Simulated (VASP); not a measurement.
## C: single point with PBEsol

C:

```
CELL_PARAMETERS angstrom
1.22945 0.70983 3.60748
-1.22945 0.70983 3.60748
0.00000 -1.41965 3.60748
ATOMIC_POSITIONS crystal
C 0.16664 0.16664 0.16664
C 0.83336 0.83336 0.83336
```

```yaml
Program: VASP 6.6.1
Task: single point
Functional: PBEsol
Potentials_or_basis: VASP PAW PBE potentials, release 64 (C)
Cutoff: 520 eV
k_mesh: 18 × 18 × 18
Occupations: gaussian, width 0.02 eV
Spin: no spin polarisation
Dipole_correction: no
Further_INCAR_settings: ALGO = Normal; EDIFF = 1e-06; NBANDS = 11
```

The pressure is 0.6 GPa and the band gap on the k mesh is 0.43 eV, direct.

Stress tensor (GPa, compression positive):
```
 0.97  0.00  0.00
 0.00  0.97  0.00
 0.00  0.00 -0.08
```

Levels at points of the mesh, in eV from the valence-band top:
```csv
k point,band 1,band 2,band 3,band 4,band 5,band 6,band 7,band 8
"(0.00, 0.00, 0.00)",-19.41,-6.77,-2.77,-2.77,3.75,8.58,8.58,11.72
"(0.50, 0.00, 0.00)",-14.04,-13.09,-6.18,-1.92,2.12,7.77,11.59,12.01
"(0.50, 0.50, 0.00)",-13.98,-13.04,-6.21,-2.40,1.59,7.54,12.83,14.17
"(0.50, 0.50, 0.50)",-19.24,-8.14,-2.78,-2.78,8.56,8.56,8.97,11.84
```

Run time: 3.3 min on 1 thread of Intel Xeon 6975P-C, on a shared host, peak memory 0.23 GiB.

Caveat: the PAW data sets were made with another functional, which shifts forces and pressure a little. A k mesh can miss the band edges.
